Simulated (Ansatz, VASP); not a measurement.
# TaN: VASP beside Ansatz

```
Ta N
1.0
     2.99562    0.00000    0.00000
    -1.49781    2.59428    0.00000
     0.00000    0.00000    2.93954
Ta N
1 1
Direct
  0.33333 0.66667 0.50000
  0.00000 0.00000 0.00000
```

Change from the starting cell: volume scaled by 1.06, PAW files.

Alike in both runs: task electric field gradients; functional PBE; k mesh 12 × 12 × 10; occupations fermi-dirac, width 0.02 eV; no spin polarisation.

|  | VASP | Ansatz |
| --- | --- | --- |
| version | VASP 6.6.1 | Ansatz 0.2.0 |
| potentials or method | VASP PAW PBE potentials, release 64 (Ta_sv_GW, N) | PAW with Ansatz's default frozen-core files, scalar-relativistic |
| plane-wave cutoff (eV) | 520 | 420 |
| valence electrons in the cell | 18 | 18 |

|  | VASP | Ansatz | Ansatz less VASP |
| --- | --- | --- | --- |
| size of Vzz on the site where it differs most (V/Å²) | 41.1 | 60.0 | +18.96 |

The functional is the same, so the differences come from potentials, cutoffs and numerics.

Spin-orbit coupling is off throughout.
